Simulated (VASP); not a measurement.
**BP (lda): single point with LDA**

BP (lda):

```
CELL_PARAMETERS angstrom
0.00000 2.23017 2.23017
2.23017 0.00000 2.23017
2.23017 2.23017 0.00000
ATOMIC_POSITIONS crystal
B 0.00000 0.00000 0.00000
P 0.25000 0.25000 0.25000
```

This cell differs from its parent crystal: volume scaled by 0.98.

```json
{
  "Program": "VASP 6.6.1",
  "Task": "single point",
  "Functional": "LDA",
  "Potentials or basis": "VASP PAW LDA potentials, release 64 (B, P)",
  "Cutoff": "500 eV",
  "k mesh": "10 × 10 × 10",
  "Occupations": "gaussian, width 0.01 eV",
  "Spin": "no spin polarisation",
  "Dipole correction": "no",
  "Further INCAR settings": "ALGO = Normal; EDIFF = 1e-06; NBANDS = 11"
}
```

| Quantity | Value |
| --- | --- |
| Pressure | 3.6 GPa |
| Band gap on the k mesh | 1.13 eV, indirect (least direct gap 3.46 eV) |

Levels at points of the mesh, in eV from the valence-band top:
| k point | band 2 | band 3 | band 4 | band 5 | band 6 | band 7 |
| --- | --- | --- | --- | --- | --- | --- |
| (0.00, 0.00, 0.00) | 0.00 | 0.00 | 0.00 | 3.46 | 3.46 | 3.46 |
| (0.50, 0.00, 0.00) | -9.38 | -1.81 | -1.81 | 4.10 | 4.72 | 4.72 |
| (0.50, 0.50, 0.00) | -8.75 | -4.29 | -4.29 | 1.21 | 1.51 | 12.49 |

Wall time 4.4 s on 1 thread of Intel(R) Xeon(R) 6975P-C (Granite Rapids) (shared host), peak memory 0.12 GiB.

 A k mesh can miss the band edges.
